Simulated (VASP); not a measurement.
BeS, 2 atoms in the cell. The structure is tetragonal, space group I4/mmm (No. 139). The conventional cell has a = 3.277 Å, b = 3.277 Å, c = 4.496 Å, α = 90.00°, β = 90.00°, γ = 90.00°. Be (site symmetry 4/mmm) has 6 S at 2.25 to 2.32 Å within 3.0 Å. Within 3.0 Å of S (site symmetry 4/mmm) lie 6 Be at 2.25 to 2.32 Å.  This cell differs from its parent crystal: uniaxial z strain -3.0%.

```yaml
Program: VASP 6.6.1
Task: single point
Functional: HSE06
Potentials_or_basis: VASP PAW PBE potentials, release 64 (Be, S)
Cutoff: 520 eV
k_mesh: 6 × 6 × 6
Occupations: gaussian, width 0.01 eV
Spin: no spin polarisation
Dipole_correction: no
Grid_for_exact_exchange_PRECFOCK: Normal
Further_INCAR_settings: ALGO = Normal; EDIFF = 1e-06; NBANDS = 11
Screening_parameter: 0.2079 1/Å
```

Potentials or basis: VASP PAW PBE potentials, release 64 (Be, S).

Run with:

```sh
$ cat potpaw_PBE.64/Be/POTCAR potpaw_PBE.64/S/POTCAR > POTCAR
$ cp INCAR.step1 INCAR
$ mpirun -np 1 vasp_std > vasp.out
$ cp INCAR.step2 INCAR
$ mpirun -np 1 vasp_std > vasp.out
```

Hardware: 1 thread of Intel(R) Xeon(R) Platinum 8124M CPU @ 3.00GHz (Skylake/Cascade Lake) (shared host).

Task: How long does it take, and how much memory?

Result: It took 19 min on 1 thread of Intel(R) Xeon(R) Platinum 8124M CPU @ 3.00GHz (Skylake/Cascade Lake), on a shared host, peak memory 0.25 GiB. Counts: k points 30.
